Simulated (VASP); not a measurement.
A run of VASP 6.6.1 is set up as follows.

INCAR

```
SYSTEM = Ga
PREC     = Accurate       ! precision mode
ENCUT    = 520            ! plane-wave cutoff, eV
EDIFF    = 1E-7           ! SCF threshold, eV
ISMEAR   = 0              ! smearing method
SIGMA    = 0.1            ! smearing width, eV
LREAL    = .False.        ! projectors in reciprocal space
LASPH    = .True.         ! aspherical terms in the spheres
NELM     = 60             ! most SCF steps
ALGO     = Fast           ! electronic algorithm
ISIF     = 2              ! what is computed and relaxed
LWAVE    = .False.        ! write WAVECAR
LCHARG   = .False.        ! write CHGCAR
GGA      = PE             ! functional
NBANDS   = 62             ! bands
```

File KPOINTS:

```
regular mesh
0
Gamma
  8 8 8
  0 0 0
```

File POSCAR:

```
Ga
1.0
   -3.5526236200      3.5526236200      3.5526236200
    3.5526236200     -3.5526236200      3.5526236200
    3.5526236200      3.5526236200     -3.5526236200
Ga
8
Direct
    0.2484183037      0.2484183037      0.2484183037
    0.5000000000      0.0000000000      0.2515816963
    0.2515816963      0.5000000000      0.0000000000
    0.0000000000      0.2515816963      0.5000000000
    0.7515816963      0.7515816963      0.7515816963
    0.5000000000      0.0000000000      0.7484183037
    0.7484183037      0.5000000000      0.0000000000
    0.0000000000      0.7484183037      0.5000000000
```

Potentials or basis: VASP PAW PBE potentials, release 64 (Ga_d).

The run is started by

```sh
$ cat potpaw_PBE.64/Ga_d/POTCAR > POTCAR
$ mpirun -np 1 vasp_std > vasp.out
```

(1) Predict the largest force.

(2) Estimate the band gap on the k mesh.

Answers

(1) 0.003 eV/Å.

(2) zero (bands 52 and 53 overlap by 2.34 eV).
